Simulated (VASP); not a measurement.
# BP (zincblende type) (F-43m) in VASP: notebook

Runs on BP (zincblende type). Level: PBEsol. Tasks: single point.

Everything below comes from runs of VASP 6.6.1. Logs are shortened: lines on timing, memory, paths and dates and some standing lists are left out, and cuts for length are marked.

## 1. The cell of the first run

The structure is cubic, space group F-43m (No. 216). Conventional cell: a = 4.428 Å, b = 4.428 Å, c = 4.428 Å, α = 90.00°, β = 90.00°, γ = 90.00°. B (site symmetry -43m) has 4 P at 1.92 Å within 2.5 Å. Within 2.5 Å of P (site symmetry -43m) lie 4 B at 1.92 Å.

## 2. Single point, PBEsol (volume scaled by 0.94)

File INCAR:

```
ALGO = Normal
EDIFF = 1E-6
ENCUT = 520
GGA = PS
ISIF = 2
ISMEAR = -1
LASPH = True
LCHARG = False
LREAL = False
LWAVE = False
NBANDS = 11
NELM = 60
PREC = Accurate
SIGMA = 0.05
```

File KPOINTS:

```
k-points
0
Gamma
  15 15 15
```

File POSCAR:

```
BP
1.0
    0.0000000000      2.2139304147      2.2139304147
    2.2139304147      0.0000000000      2.2139304147
    2.2139304147      2.2139304147      0.0000000000
B P
1 1
Direct
    0.0000000000      0.0000000000      0.0000000000
    0.2500000000      0.2500000000      0.2500000000
```

Potentials or basis: VASP PAW PBE potentials, release 64 (B, P).

Run with:

```sh
> cat potpaw_PBE.64/B/POTCAR potpaw_PBE.64/P/POTCAR > POTCAR
> mpirun -np 1 vasp_std > vasp.out
```

OUTCAR:

```text
EDIFF = 1E-6
   ENCUT = 520
   GGA = PS
   ISIF = 2
   ISMEAR = -1
   LASPH = True
   LREAL = False
   NELM = 60
   PREC = Accurate

 ion  position               nearest neighbor table
   1  0.000  0.000  0.000-   2 1.92   2 1.92   2 1.92   2 1.92
   2  0.250  0.250  0.250-   1 1.92   1 1.92   1 1.92   1 1.92

  LATTYP: Found a face centered cubic cell.
 ALAT       =     4.4278608294

  Lattice vectors:

 A1 = (   0.0000000000,   2.2139304147,   2.2139304147)
 A2 = (   2.2139304147,   0.0000000000,   2.2139304147)
 A3 = (   2.2139304147,   2.2139304147,   0.0000000000)

Analysis of symmetry for initial positions (statically):
=====================================================================
 Subroutine PRICEL returns:
 Original cell was already a primitive cell.

 Routine SETGRP: Setting up the symmetry group for a
 face centered cubic supercell.

 Subroutine GETGRP returns: Found 24 space group operations
 (whereof 24 operations were pure point group operations)
 out of a pool of 48 trial point group operations.

The static configuration has the point symmetry T_d .

Analysis of symmetry for dynamics (positions and initial velocities):
=====================================================================
 Subroutine PRICEL returns:
 Original cell was already a primitive cell.

 Routine SETGRP: Setting up the symmetry group for a
 face centered cubic supercell.

 Subroutine GETGRP returns: Found 24 space group operations
 (whereof 24 operations were pure point group operations)
 out of a pool of 48 trial point group operations.

The dynamic configuration has the point symmetry T_d .

 Subroutine INISYM returns: Found 24 space group operations
 (whereof 24 operations are pure point group operations),
 and found     1 'primitive' translations

----------------------------------------------------------------------------------------

                                     Primitive cell

  volume of cell :      21.7031

  direct lattice vectors                    reciprocal lattice vectors
     0.000000000  2.213930415  2.213930415    -0.225842690  0.225842690  0.225842690
     2.213930415  0.000000000  2.213930415     0.225842690 -0.225842690  0.225842690
     2.213930415  2.213930415  0.000000000     0.225842690  0.225842690 -0.225842690

  length of vectors
     3.130970419  3.130970419  3.130970419     0.391171013  0.391171013  0.391171013

  position of ions in fractional coordinates (direct lattice)
     0.000000000  0.000000000  0.000000000
     0.250000000  0.250000000  0.250000000

[... 71 lines left out ...]
   LNONCOLLINEAR =      F non collinear calculations
   LSORBIT =      F    spin-orbit coupling
   LASPH  =      T    aspherical Exc in radial PAW
   ENCUT  =  520.0 eV  38.22 Ry    6.18 a.u.   5.82  5.82  5.82*2*pi/ulx,y,z
   NELM   =     60;   NELMIN=  2; NELMDL= -5     # of ELM steps
   EDIFF  = 0.1E-05   stopping-criterion for ELM
   LREAL  =      F    real-space projection
[... 7 lines left out ...]
   TEBEG  =    0.0;   TEEND  =   0.0 temperature during run
   PSTRESS=    0.0 pullay stress
   NELECT =       8.0000    total number of electrons
   NUPDOWN=      -1.0000    fix difference up-down
   EMIN   =  10.00;   EMAX   =-10.00  energy-range for DOS
   EFERMI =   0.00;   METHOD = LEGACY
   ISMEAR =    -1;   SIGMA  =   0.05  broadening in eV -4-tet -1-fermi 0-gaus
   EFERMI_NEDOS =   21; number of points for ismear=-14 and -15
   IALGO  =     38    algorithm
   IMIX   =      4    mixing-type and parameters
     AMIX     =   0.40;   BMIX     =  1.00
     AMIX_MAG =   1.60;   BMIX_MAG =  1.00
  volume/ion in A,a.u.               =      10.85        73.23
  Fermi-wavevector in a.u.,A,eV,Ry     =   1.173809  2.218178 18.746490  1.377828
  Thomas-Fermi vector in A             =   2.310216
   LORBIT       =      0    0 simple, 1 ext, 2 COOP (PROOUT), +10 PAW based schemes
   GGA     = PS    functional components
   LHFCALC =     F    Hartree Fock is set to
   AEXX    =    0.0000 exact exchange contribution
   IVDW    =     0    specifies the selected vdW correction
   LEPSILON=     F    determine dielectric tensor
   LRPA    =     F    only Hartree local field effects (RPA)
 non-spin polarized calculation
  energy-cutoff  :      520.00
  volume of cell :       21.70
 maximum number of plane-waves:       596
   NGX = 11   NGY = 11   NGZ = 11

 number of electron       8.0000000 magnetization

 Free energy of the ion-electron system (eV)
  ---------------------------------------------------
  ext. energy  EPLUGINS =         0.00000000
  ---------------------------------------------------
  free energy    TOTEN  =       -13.62389589 eV

  energy without entropy =      -13.62389571  energy(sigma->0) =      -13.62389580

 E-fermi :   8.7960     XC(G=0): -11.3588

 val. band max:        8.2984726967   @ k =   0.0000   0.0000   0.0000
 cond. band min:       9.3320731479   @ k =   0.4000   0.4000   0.0000
 fundamental gap:      1.0336004512
 Fermi energy:         8.7959922509

 k-point     1 :       0.0000    0.0000    0.0000
  band No.  band energies     occupation
      1      -7.8722      2.00000
      2       8.2985      1.99990
      3       8.2985      1.99990
      4       8.2985      1.99990
      5      11.7758      0.00000
      6      11.7758      0.00000
      7      11.7758      0.00000
      8      16.7803      0.00000
      9      20.0716      0.00000
     10      20.6438      0.00000
     11      20.6438      0.00000
[... 309 lines left out ...]
 k-point    24 :       0.2000    0.1333    0.0000
  band No.  band energies     occupation
      1      -7.1085      2.00000
      2       5.5796      2.00000
      3       6.4472      2.00000
      4       6.8893      2.00000
      5      10.9964      0.00000
      6      14.2388      0.00000
      7      14.3584      0.00000
      8      15.5514      0.00000
      9      19.7854      0.00000
     10      21.1484      0.00000
     11      22.3134      0.00000

 [... further k-points ...]
[... 5 lines left out ...]
  --------------------------------------------------------------------------------------
  -------------------------------------------------------------------------------------
  Total        1.6094274      1.6094274      1.6094274     -0.0000000      0.0000000      0.0000000
  in kB      118.8119342    118.8119342    118.8119342     -0.0000000      0.0000000      0.0000000
  external PRESSURE =     118.8119342 kB  Pullay stress =       0.0000000 kB

 VOLUME and BASIS-vectors are now :
 -----------------------------------------------------------------------------
  energy-cutoff  :      520.00
  volume of cell :       21.70
      direct lattice vectors                 reciprocal lattice vectors
     0.000000000  2.213930415  2.213930415    -0.225842690  0.225842690  0.225842690
     2.213930415  0.000000000  2.213930415     0.225842690 -0.225842690  0.225842690
     2.213930415  2.213930415  0.000000000     0.225842690  0.225842690 -0.225842690

 POSITION                                       TOTAL-FORCE (eV/Angst)
 -----------------------------------------------------------------------------------
      0.00000      0.00000      0.00000         0.000000     -0.000000     -0.000000
      1.10697      1.10697      1.10697         0.000000      0.000000      0.000000
 -----------------------------------------------------------------------------------
    total drift:                                0.000000      0.000000      0.000000

  FREE ENERGIE OF THE ION-ELECTRON SYSTEM (eV)
  ---------------------------------------------------
  free  energy   TOTEN  =       -13.6238958893 eV

  energy  without entropy=      -13.6238957148  energy(sigma->0) =      -13.62389580
```

OSZICAR:

```text
N       E                     dE             d eps       ncg     rms          rms(c)
DAV:   1     0.848852344441E+01    0.84885E+01   -0.40619E+03  2640   0.663E+02
DAV:   2    -0.139205126628E+02   -0.22409E+02   -0.21220E+02  3633   0.111E+02
DAV:   3    -0.144952524783E+02   -0.57474E+00   -0.57350E+00  3340   0.153E+01
DAV:   4    -0.144972709702E+02   -0.20185E-02   -0.20183E-02  3019   0.108E+00
DAV:   5    -0.144972797561E+02   -0.87859E-05   -0.87866E-05  3301   0.689E-02    0.782E+00
DAV:   6    -0.137575110465E+02    0.73977E+00   -0.14994E+00  3024   0.543E+00    0.417E+00
DAV:   7    -0.136336594204E+02    0.12385E+00   -0.31697E-01  3296   0.277E+00    0.131E+00
DAV:   8    -0.136237038684E+02    0.99556E-02   -0.28138E-02  3125   0.971E-01    0.188E-01
DAV:   9    -0.136238397886E+02   -0.13592E-03   -0.69179E-04  3051   0.186E-01    0.119E-01
DAV:  10    -0.136238919740E+02   -0.52185E-04   -0.10153E-04  2983   0.616E-02    0.222E-02
DAV:  11    -0.136238956161E+02   -0.36421E-05   -0.64104E-06  3311   0.147E-02    0.293E-02
DAV:  12    -0.136238958893E+02   -0.27317E-06   -0.18330E-06  1966   0.631E-03
   1 F= -.13623896E+02 E0= -.13623896E+02  d E =-.174471E-06
```

Run time: 16 s. Hardware: 1 thread of Intel Xeon 6975P-C, shared host; peak memory 0.15 GiB.

What came out:

```
Free energy            : -13.6239 eV
Pressure               : 11.9 GPa
Band gap on the k mesh : 1.03 eV, indirect (least direct gap 3.48 eV)
```

Caveat: the cell differs from its parent crystal (volume scaled by 0.94); the PAW data sets were made with another functional, which shifts forces and pressure a little.

## 3. Single point, PBEsol

This run uses another cell than the first one, of 11.54 Å³/atom, 1.064 times its volume.

File INCAR:

```
SYSTEM = BP
ALGO     = Normal         ! electronic algorithm
EDIFF    = 1E-7           ! SCF threshold, eV
ENCUT    = 520            ! plane-wave cutoff, eV
GGA      = PS             ! functional
ISIF     = 2              ! what is computed and relaxed
ISMEAR   = -1             ! smearing method
LASPH    = .TRUE.         ! aspherical terms in the spheres
LCHARG   = .TRUE.         ! write CHGCAR
LELF     = .TRUE.         ! ELF
LREAL    = .FALSE.        ! projectors in reciprocal space
LVHAR    = .TRUE.       
LWAVE    = .FALSE.        ! write WAVECAR
NBANDS   = 11             ! bands
NELM     = 80             ! most SCF steps
PREC     = Accurate       ! precision mode
SIGMA    = 0.05           ! smearing width, eV
```

File KPOINTS:

```
k-points
0
G
  15 15 15
  0 0 0
```

File POSCAR:

```
BP
1.0
    0.0000000000      2.2600671804      2.2600671804
    2.2600671804      0.0000000000      2.2600671804
    2.2600671804      2.2600671804      0.0000000000
B P
1 1
Direct
    0.0000000000      0.0000000000      0.0000000000
    0.2500000000      0.2500000000      0.2500000000
```

Potentials or basis: VASP PAW PBE potentials, release 64 (B, P).

Run with:

```sh
> cat potpaw_PBE.64/B/POTCAR potpaw_PBE.64/P/POTCAR > POTCAR
> mpirun -np 1 vasp_std > vasp.out
```

It took 16 s on 1 thread of Intel Xeon 6975P-C, shared host; peak memory 0.15 GiB.

The run converged. Its results:

- Free energy: -13.6740 eV
- Pressure: 0.1 GPa
- Band gap on the k mesh: 1.12 eV, indirect (least direct gap 3.37 eV)

Levels at points of the mesh, in eV from the valence-band top:
| k point | band 1 | band 2 | band 3 | band 4 | band 5 | band 6 | band 7 | band 8 | band 9 |
| --- | --- | --- | --- | --- | --- | --- | --- | --- | --- |
| (0.00, 0.00, 0.00) | -15.60 | 0.00 | 0.00 | 0.00 | 3.37 | 3.37 | 3.37 | 7.52 | 11.32 |

Caveat: the PAW data sets were made with another functional, which shifts forces and pressure a little.

## 4. Single point, PBEsol (volume scaled by 1, source ansatz)

File INCAR:

```
ALGO = Normal ; EDIFF = 1E-6
ENCUT = 520 ; GGA = PS
ISIF = 2 ; ISMEAR = -1
LASPH = T ; LCHARG = T
LELF = T ; LREAL = F
LVHAR = T ; LWAVE = F
NBANDS = 11 ; NELM = 80
PREC = Accurate ; SIGMA = 0.05
```

File KPOINTS:

```
k-points
0
Gamma
  15 15 15
```

POSCAR is that of step 3.

Potentials or basis: VASP PAW PBE potentials, release 64 (B, P).

Run with:

```sh
> cat potpaw_PBE.64/B/POTCAR potpaw_PBE.64/P/POTCAR > POTCAR
> mpirun -np 1 vasp_std > vasp.out
```

OUTCAR:

```text
EDIFF = 1E-6
   ENCUT = 520
   GGA = PS
   ISIF = 2
   ISMEAR = -1
   LASPH = T
   LREAL = F
   NELM = 80
   PREC = Accurate

 ion  position               nearest neighbor table
   1  0.000  0.000  0.000-   2 1.96   2 1.96   2 1.96   2 1.96
   2  0.250  0.250  0.250-   1 1.96   1 1.96   1 1.96   1 1.96

  LATTYP: Found a face centered cubic cell.
 ALAT       =     4.5201343608

  Lattice vectors:

 A1 = (   0.0000000000,   2.2600671804,   2.2600671804)
 A2 = (   2.2600671804,   0.0000000000,   2.2600671804)
 A3 = (   2.2600671804,   2.2600671804,   0.0000000000)

Analysis of symmetry for initial positions (statically):
=====================================================================
 Subroutine PRICEL returns:
 Original cell was already a primitive cell.

 Routine SETGRP: Setting up the symmetry group for a
 face centered cubic supercell.

 Subroutine GETGRP returns: Found 24 space group operations
 (whereof 24 operations were pure point group operations)
 out of a pool of 48 trial point group operations.

The static configuration has the point symmetry T_d .

Analysis of symmetry for dynamics (positions and initial velocities):
=====================================================================
 Subroutine PRICEL returns:
 Original cell was already a primitive cell.

 Routine SETGRP: Setting up the symmetry group for a
 face centered cubic supercell.

 Subroutine GETGRP returns: Found 24 space group operations
 (whereof 24 operations were pure point group operations)
 out of a pool of 48 trial point group operations.

The dynamic configuration has the point symmetry T_d .

 Subroutine INISYM returns: Found 24 space group operations
 (whereof 24 operations are pure point group operations),
 and found     1 'primitive' translations

[... 113 lines left out ...]
     AMIX     =   0.40;   BMIX     =  1.00
     AMIX_MAG =   1.60;   BMIX_MAG =  1.00
  volume/ion in A,a.u.               =      11.54        77.90
  Fermi-wavevector in a.u.,A,eV,Ry     =   1.149847  2.172896 17.988925  1.322149
  Thomas-Fermi vector in A             =   2.286515
   LORBIT       =      0    0 simple, 1 ext, 2 COOP (PROOUT), +10 PAW based schemes
   GGA     = PS    functional components
   LHFCALC =     F    Hartree Fock is set to
   AEXX    =    0.0000 exact exchange contribution
   IVDW    =     0    specifies the selected vdW correction
   LEPSILON=     F    determine dielectric tensor
   LRPA    =     F    only Hartree local field effects (RPA)
 non-spin polarized calculation
  energy-cutoff  :      520.00
  volume of cell :       23.09
 maximum number of plane-waves:       635
   NGX = 11   NGY = 11   NGZ = 11

 number of electron       8.0000001 magnetization

 Free energy of the ion-electron system (eV)
  ---------------------------------------------------
  ext. energy  EPLUGINS =         0.00000000
  ---------------------------------------------------
  free energy    TOTEN  =       -13.67396920 eV

  energy without entropy =      -13.67396912  energy(sigma->0) =      -13.67396916

 E-fermi :   8.0894     XC(G=0): -11.0958

 val. band max:        7.5457525390   @ k =   0.0000   0.0000   0.0000
 cond. band min:       8.6614770819   @ k =   0.4000   0.4000   0.0000
 fundamental gap:      1.1157245429
 Fermi energy:         8.0894049890

 k-point     1 :       0.0000    0.0000    0.0000
  band No.  band energies     occupation
      1      -8.0583      2.00000
      2       7.5458      1.99996
      3       7.5458      1.99996
      4       7.5458      1.99996
      5      10.9203      0.00000
      6      10.9203      0.00000
      7      10.9203      0.00000
      8      15.0683      0.00000
      9      18.8699      0.00000
     10      19.7023      0.00000
     11      19.7023      0.00000
[... 309 lines left out ...]
 k-point    24 :       0.2000    0.1333    0.0000
  band No.  band energies     occupation
      1      -7.3320      2.00000
      2       4.9007      2.00000
      3       5.7968      2.00000
      4       6.1592      2.00000
      5      10.1979      0.00000
      6      13.2183      0.00000
      7      13.3662      0.00000
      8      14.5943      0.00000
      9      18.3667      0.00000
     10      20.1853      0.00000
     11      20.9750      0.00000

 [... further k-points ...]
[... 5 lines left out ...]
  --------------------------------------------------------------------------------------
  -------------------------------------------------------------------------------------
  Total        0.0145572      0.0145572      0.0145572     -0.0000000     -0.0000000     -0.0000000
  in kB        1.0101701      1.0101701      1.0101701     -0.0000000     -0.0000000     -0.0000000
  external PRESSURE =       1.0101701 kB  Pullay stress =       0.0000000 kB

 VOLUME and BASIS-vectors are now :
 -----------------------------------------------------------------------------
  energy-cutoff  :      520.00
  volume of cell :       23.09
      direct lattice vectors                 reciprocal lattice vectors
     0.000000000  2.260067180  2.260067180    -0.221232362  0.221232362  0.221232362
     2.260067180  0.000000000  2.260067180     0.221232362 -0.221232362  0.221232362
     2.260067180  2.260067180  0.000000000     0.221232362  0.221232362 -0.221232362

 POSITION                                       TOTAL-FORCE (eV/Angst)
 -----------------------------------------------------------------------------------
      0.00000      0.00000      0.00000        -0.000000     -0.000000      0.000000
      1.13003      1.13003      1.13003         0.000000      0.000000     -0.000000
 -----------------------------------------------------------------------------------
    total drift:                                0.000000      0.000000      0.000000

  FREE ENERGIE OF THE ION-ELECTRON SYSTEM (eV)
  ---------------------------------------------------
  free  energy   TOTEN  =       -13.6739691964 eV

  energy  without entropy=      -13.6739691204  energy(sigma->0) =      -13.67396916
```

OSZICAR:

```text
N       E                     dE             d eps       ncg     rms          rms(c)
DAV:   1     0.804206472484E+01    0.80421E+01   -0.40028E+03  2648   0.659E+02
DAV:   2    -0.138315850146E+02   -0.21874E+02   -0.20849E+02  3552   0.111E+02
DAV:   3    -0.144052637050E+02   -0.57368E+00   -0.57224E+00  3390   0.155E+01
DAV:   4    -0.144073583435E+02   -0.20946E-02   -0.20944E-02  2985   0.109E+00
DAV:   5    -0.144073689169E+02   -0.10573E-04   -0.10573E-04  3265   0.772E-02    0.714E+00
DAV:   6    -0.137859086973E+02    0.62146E+00   -0.13250E+00  2994   0.492E+00    0.382E+00
DAV:   7    -0.136832387764E+02    0.10267E+00   -0.24834E-01  3295   0.245E+00    0.124E+00
DAV:   8    -0.136737699712E+02    0.94688E-02   -0.25674E-02  3118   0.902E-01    0.170E-01
DAV:   9    -0.136739071976E+02   -0.13723E-03   -0.68932E-04  3042   0.181E-01    0.103E-01
DAV:  10    -0.136739650739E+02   -0.57876E-04   -0.10685E-04  2960   0.631E-02    0.214E-02
DAV:  11    -0.136739688662E+02   -0.37923E-05   -0.55124E-06  3327   0.141E-02    0.260E-02
DAV:  12    -0.136739691964E+02   -0.33019E-06   -0.19395E-06  2070   0.636E-03
   1 F= -.13673969E+02 E0= -.13673969E+02  d E =-.760344E-07
```

stdout:

```text
POSCAR found type information on POSCAR B P
 POSCAR found :  2 types and       2 ions
 scaLAPACK will be used
 -----------------------------------------------------------------------------
|                                                                             |
|                                                                             |
|     You enforced a specific xc type in the INCAR file but a different       |
|     I HOPE YOU KNOW WHAT YOU ARE DOING!                                     |
|                                                                             |
 -----------------------------------------------------------------------------

 LDA part: xc-table for (Slater+PW92), standard interpolation
 POSCAR, INCAR and KPOINTS ok, starting setup
 FFT: planning ... GRIDC
 FFT: planning ... GRID_SOFT
 FFT: planning ... GRID
 WAVECAR not read
 entering main loop
```

Wall time 18 s (1 thread of Intel Xeon 6975P-C, shared host); peak memory 0.16 GiB.

What came out:

```
Free energy            : -13.6740 eV
Pressure               : 0.1 GPa
Band gap on the k mesh : 1.12 eV, indirect (least direct gap 3.37 eV)
```

Caveat: the cell differs from its parent crystal (volume scaled by 1, source ansatz); the PAW data sets were made with another functional, which shifts forces and pressure a little.
